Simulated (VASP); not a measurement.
Ga2O3:

```
Ga O
1.0
     2.31829    1.33846    4.20383
    -2.31829    1.33846    4.20383
     0.00000   -2.67693    4.20383
Ga O
4 6
Direct
  0.85500 0.85500 0.85500
  0.35500 0.35500 0.35500
  0.14500 0.14500 0.14500
  0.64500 0.64500 0.64500
  0.44500 0.05500 0.75000
  0.05500 0.75000 0.44500
  0.55500 0.94500 0.25000
  0.25000 0.55500 0.94500
  0.94500 0.25000 0.55500
  0.75000 0.44500 0.05500
```

```yaml
Program: VASP 6.6.1
Task: relaxation of cell and atoms
Functional: PBEsol
Potentials_or_basis: VASP PAW PBE potentials, release 64 (Ga_d, O)
Cutoff: 600 eV
k_mesh: 6 × 6 × 6
Occupations: fermi-dirac, width 0.03 eV
Spin: no spin polarisation
```

At the start: pressure 78.2 GPa; volume 7.83 Å³/atom.

Task: How do energy, volume and symmetry change on relaxing?

Result: Over 11 steps the energy falls by 385.0 meV/atom and the volume is 9.74 Å³/atom (+24.4 %); space group R-3c (No. 167, to 0.1 Å) before and after.

Step by step:
```csv
step,energy change (eV),largest force (eV/Å),pressure (GPa),volume (Å³)
1,0.0000,0.1622,78.21,78.27
2,0.7431,0.1120,-35.13,129.99
3,-3.8344,0.0975,-3.21,98.69
4,-3.8462,0.0987,-0.61,97.61
5,-3.8465,0.0990,0.36,97.19
6,-3.8491,0.0557,0.35,97.20
7,-3.8498,0.0233,0.35,97.21
8,-3.8501,0.0154,-0.31,97.52
9,-3.8502,0.0178,-0.12,97.43
10,-3.8502,0.0163,-0.20,97.44
11,-3.8504,0.0100,-0.12,97.39
```

Final structure:
```cif
data_structure
_symmetry_space_group_name_H-M 'P 1'
_symmetry_Int_Tables_number 1
_cell_length_a 5.3376
_cell_length_b 5.3376
_cell_length_c 5.3376
_cell_angle_alpha 55.932
_cell_angle_beta 55.932
_cell_angle_gamma 55.932
_cell_volume 97.39
loop_
_atom_site_label
_atom_site_type_symbol
_atom_site_fract_x
_atom_site_fract_y
_atom_site_fract_z
_atom_site_occupancy
Ga1 Ga 0.85581 0.85581 0.85581 1
Ga2 Ga 0.35581 0.35581 0.35581 1
Ga3 Ga 0.14419 0.14419 0.14419 1
Ga4 Ga 0.64419 0.64419 0.64419 1
O1 O 0.44712 0.05288 0.75000 1
O2 O 0.05288 0.75000 0.44712 1
O3 O 0.55288 0.94712 0.25000 1
O4 O 0.25000 0.55288 0.94712 1
O5 O 0.94712 0.25000 0.55288 1
O6 O 0.75000 0.44712 0.05288 1
```

Caveat: the volume moved by over 15 % at a fixed basis, so the end points are rough; the PAW data sets were made with another functional, which shifts forces and pressure a little.
